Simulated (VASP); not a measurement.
Ti5H: single point with PBE

The system is Ti5H, a slab with vacuum.

```xyz
6
Lattice="2.9382 0.0000 0.0000 -1.4691 2.5445 0.0000 0.0000 0.0000 24.7117" Properties=species:S:1:pos:R:3 pbc="T T T"
Ti    1.4691    0.8482    4.0000
Ti    0.0000    1.6963    6.3252
Ti    1.4691    0.8482    8.6657
Ti    0.0000    1.6963   11.0601
Ti    0.9798    0.2180   13.3889
H     2.4485    0.8482   14.4307
```

- Program: VASP 6.6.1
- Task: single point
- Functional: PBE
- Potentials or basis: VASP PAW PBE potentials, release 64 (Ti_sv, H)
- Cutoff: 520 eV
- k mesh: 9 × 9 × 1
- Occupations: gaussian, width 0.1 eV
- Spin: no spin polarisation

```json
{
 "Largest force": "0.529 eV/Å",
 "Band gap on the k mesh": "zero (an odd number of electrons rules out a gap without spin polarisation)"
}
```

Forces in eV/Å, atoms in the order of the input:
```
Ti   0.007  0.006  0.529
Ti  -0.011  0.002 -0.513
Ti  -0.034 -0.031  0.213
Ti   0.058 -0.430 -0.234
Ti  -0.005 -0.006  0.009
H   -0.014  0.458 -0.004
```

Levels at points of the mesh, in eV from the Fermi level:
| k point | band 27 | band 28 | band 29 | band 30 | band 31 | band 32 | band 33 | band 34 |
| --- | --- | --- | --- | --- | --- | --- | --- | --- |
| (0.00, 0.00, 0.00) | -0.13 | 0.10 | 0.21 | 0.52 | 0.68 | 0.73 | 0.74 | 0.78 |

Run time: 6.3 min on 1 thread of Intel(R) Xeon(R) 6975P-C (Granite Rapids), with other jobs on the host, peak memory 0.44 GiB.
